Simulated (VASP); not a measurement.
**Mg: single point with revPBE+D4**

The system is Mg.

```
CELL_PARAMETERS angstrom
3.20930 0.00000 0.00000
-1.60465 2.77934 0.00000
0.00000 0.00000 5.21030
ATOMIC_POSITIONS crystal
Mg 0.66667 0.33333 0.75000
Mg 0.33333 0.66667 0.25000
```

```json
{"Program": "VASP 6.6.1", "Task": "single point", "Functional": "revPBE", "Dispersion": "D4", "Potentials or basis": "VASP PAW PBE potentials, release 64 (Mg)", "Cutoff": "520 eV", "k mesh": "10 × 10 × 5", "Occupations": "fermi-dirac, width 0.05 eV", "Spin": "no spin polarisation"}
```

```json
{
 "Pressure": "12.6 GPa",
 "Band gap on the k mesh": "zero (band 2 reaches 3.30 eV, above the bottom of band 3 at 1.44 eV)",
 "Dispersion energy per atom": "-0.268 eV"
}
```

Stress tensor (GPa, compression positive):
```
12.34  0.00  0.00
 0.00 12.34  0.00
 0.00  0.00 13.12
```

Levels at points of the mesh, in eV from the Fermi level:
```
           k point  band 1  band 2  band 3  band 4  band 5  band 6
(0.00, 0.00, 0.00)   -6.91   -1.71   -1.25   10.85   10.85   10.98
(0.50, 0.00, 0.00)   -2.16   -2.14    2.61    2.96    3.24    3.65
```

Wall time 7.9 s on 1 thread of Intel Xeon 6975P-C (shared host), peak memory 0.16 GiB.

Caveat: the PAW data sets were made with another functional, which shifts forces and pressure a little; pairwise dispersion overbinds metals, which lowers pressure and volume.
